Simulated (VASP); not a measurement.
A run of VASP 6.6.1:

Contents of INCAR:

```
ALGO = Fast
EDIFF = 1E-6
ENCUT = 520
GGA = PE
ISIF = 2
ISMEAR = 0
LASPH = T
LCHARG = F
LREAL = F
LWAVE = F
NBANDS = 22
NELM = 80
PREC = Accurate
SIGMA = 0.05
```

File KPOINTS:

```
k-points
0
Gamma
  10 10 14
```

POSCAR

```
Hf
1.0
    4.7058606516      0.0000000000      0.0000000000
   -2.3529303258      4.0753948710      0.0000000000
    0.0000000000      0.0000000000      2.9309614667
Hf
3
Direct
    0.6666666667      0.3333333333      0.5000000000
    0.3333333333      0.6666666667      0.5000000000
    0.0000000000      0.0000000000      0.0000000000
```

Potentials or basis: VASP PAW PBE potentials, release 64 (Hf_pv).

Launch:

```sh
$ cat potpaw_PBE.64/Hf_pv/POTCAR > POTCAR
$ mpirun -np 1 vasp_std > vasp.out
```

Hardware: 1 thread of Intel(R) Xeon(R) Platinum 8488C (Sapphire Rapids) (shared host).

How long does it take, and how much memory?

Wall time 68 s on 1 thread of Intel(R) Xeon(R) Platinum 8488C (Sapphire Rapids) (shared host), peak memory 0.24 GiB. Counts: scf iterations 14, k points 112.
